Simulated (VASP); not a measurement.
# Ge3PdO4: single point with PBE

Crystal: Ge3PdO4.

```xyz
8
Lattice="-2.8775 2.8775 2.8775 2.8775 -2.8775 2.8775 2.8775 2.8775 -2.8775" Properties=species:S:1:pos:R:3 pbc="T T T"
Ge    2.8775    0.0000    0.0000
Ge    0.0000    2.8775    0.0000
Ge    0.0000    0.0000    2.8775
Pd    0.0000    0.0000    0.0000
O     1.4387    1.4387    1.4387
O     1.4387    1.4387   -1.4387
O     1.4387   -1.4387    1.4387
O    -1.4387    1.4387    1.4387
```

The cell was built from a structure type or drawn by symmetry, and may not be a known phase.

* Program: VASP 6.6.1
* Task: single point
* Functional: PBE
* Potentials or basis: VASP PAW PBE potentials, release 64 (Ge_d, Pd, O)
* Cutoff: 520 eV
* k mesh: 10 × 10 × 10
* Occupations: gaussian, width 0.1 eV
* Spin: no spin polarisation

* Pressure: 0.0 GPa
* Band gap on the k mesh: zero (bands 38 and 39 overlap by 1.82 eV)

Levels at points of the mesh, in eV from the Fermi level:
```tsv
k point	band 36	band 37	band 38	band 39	band 40	band 41
(0.00, 0.00, 0.00)	-1.60	-1.32	-1.27	-1.27	3.08	4.43
(0.50, 0.00, 0.00)	-1.37	-0.64	-0.26	0.53	2.73	2.87
(0.50, 0.50, 0.50)	-0.21	-0.21	0.55	0.55	0.55	0.84
```

Run time: 4.1 min on 1 thread of AMD EPYC 7R13, on a shared host, peak memory 0.33 GiB.
